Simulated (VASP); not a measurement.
BP:

```xyz
2
Lattice="0.0000 2.2690 2.2690 2.2690 0.0000 2.2690 2.2690 2.2690 0.0000" Properties=species:S:1:pos:R:3 pbc="T T T"
P     3.4035    3.4035    3.4035
B     0.0000    0.0000    0.0000
```

- Program: VASP 6.6.1
- Task: relaxation of cell and atoms
- Functional: revPBE
- Dispersion: D4
- Potentials or basis: VASP PAW PBE potentials, release 64 (P, B)
- Cutoff: 600 eV
- k mesh: 10 × 10 × 10
- Occupations: fermi-dirac, width 0.05 eV
- Spin: no spin polarisation

At the start: pressure -7.8 GPa; volume 11.68 Å³/atom.

Question: Where does the relaxation end?

Answer: Over 3 steps the energy falls by 13.9 meV/atom and the volume is 11.13 Å³/atom (-4.7 %); space group F-43m (No. 216, to 0.1 Å) before and after.

The path:
```csv
step,energy change (eV),largest force (eV/Å),pressure (GPa),volume (Å³)
1,0.0000,0.0000,-7.77,23.36
2,-0.0123,0.0000,6.68,21.50
3,-0.0277,0.0000,-0.01,22.27
```

Final structure:
```
P B
1.0
     0.00000    2.23300    2.23300
     2.23300    0.00000    2.23300
     2.23300    2.23300    0.00000
P B
1 1
Direct
  0.75000 0.75000 0.75000
  0.00000 0.00000 0.00000
```

Caveat: the PAW data sets were made with another functional, which shifts forces and pressure a little.
